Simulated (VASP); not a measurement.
Here is a VASP 6.6.1 calculation.

POSCAR

```
LuH2
1.0
    0.0000000000      2.5129579513      2.5129579513
    2.5129579513      0.0000000000      2.5129579513
    2.5129579513      2.5129579513      0.0000000000
Lu H
1 2
Direct
    0.0000000000      0.0000000000      0.0000000000
    0.2500000000      0.2500000000      0.2500000000
    0.7500000000      0.7500000000      0.7500000000
```

INCAR.step1

```
PREC = Accurate
ENCUT = 520
ISMEAR = 0
SIGMA = 0.05
LREAL = F
LASPH = T
NELM = 80
NBANDS = 20
GGA = PE
ALGO = Normal
EDIFF = 1E-4
LWAVE = T
LCHARG = F
```

Contents of INCAR.step2:

```
PREC = Accurate
ENCUT = 520
EDIFF = 1E-6
ISMEAR = 0
SIGMA = 0.05
LREAL = F
LASPH = T
NELM = 80
ALGO = Normal
ISIF = 2
LWAVE = F
LCHARG = T
METAGGA = R2SCAN
LMIXTAU = T
LELF = T
LVHAR = T
NBANDS = 20
ISTART = 1
```

File KPOINTS:

```
regular mesh
0
Gamma
  14 14 14
```

Potentials or basis: VASP PAW PBE potentials, release 64 (Lu, H).

Command:

```console
$ cat potpaw_PBE.64/Lu/POTCAR potpaw_PBE.64/H/POTCAR > POTCAR
$ cp INCAR.step1 INCAR
$ mpirun -np 1 vasp_std > vasp.out
$ cp INCAR.step2 INCAR
$ mpirun -np 1 vasp_std > vasp.out
```

Estimate the band gap on the k mesh.

zero (an odd number of electrons rules out a gap without spin polarisation).

What does it give for the pressure?

-1.4 GPa.

Caveat: the PAW data sets were made with another functional, which shifts forces and pressure a little; spin-orbit coupling is left out, which moves the levels of the heavy elements.
